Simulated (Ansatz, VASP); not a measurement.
**Ta: VASP beside Ansatz**

```
Ta
1.0
    -1.68431    1.68431    1.65128
     1.68431   -1.68431    1.65128
     1.68431    1.68431   -1.65128
Ta
1
Direct
  0.00000 0.00000 0.00000
```

Change from the starting cell: equal xx and yy strain of +2 %, PAW files.

Alike in both runs: task electric field gradients; functional PBE; k mesh 17 × 17 × 17; occupations fermi-dirac, width 0.08 eV; no spin polarisation.

```csv
,VASP,Ansatz
version,VASP 6.6.1,Ansatz 0.2.0
potentials or method,"VASP PAW PBE potentials, release 64 (Ta_pv)","PAW with Ansatz's default frozen-core files, scalar-relativistic"
plane-wave cutoff (eV),520,420
valence electrons in the cell,11,13
```

VASP gave:

| Item | Value |
| --- | --- |
| pressure (GPa) | -4.4 |
| traceless stress, the component that is largest in VASP (GPa) | 1.15 |
| size of Vzz on the site where it differs most (V/Å²) | 11.6 |

Q: Estimate Ansatz's values.

A: Pressure (GPa): -4.5; traceless stress, the component that is largest in VASP (GPa): 1.16; size of Vzz on the site where it differs most (V/Å²): 12.7.

VASP's potentials hold 11 valence electrons a cell and Ansatz's 13, so a difference there can come from the potentials and not from the codes.

Neither program's run includes spin-orbit coupling.
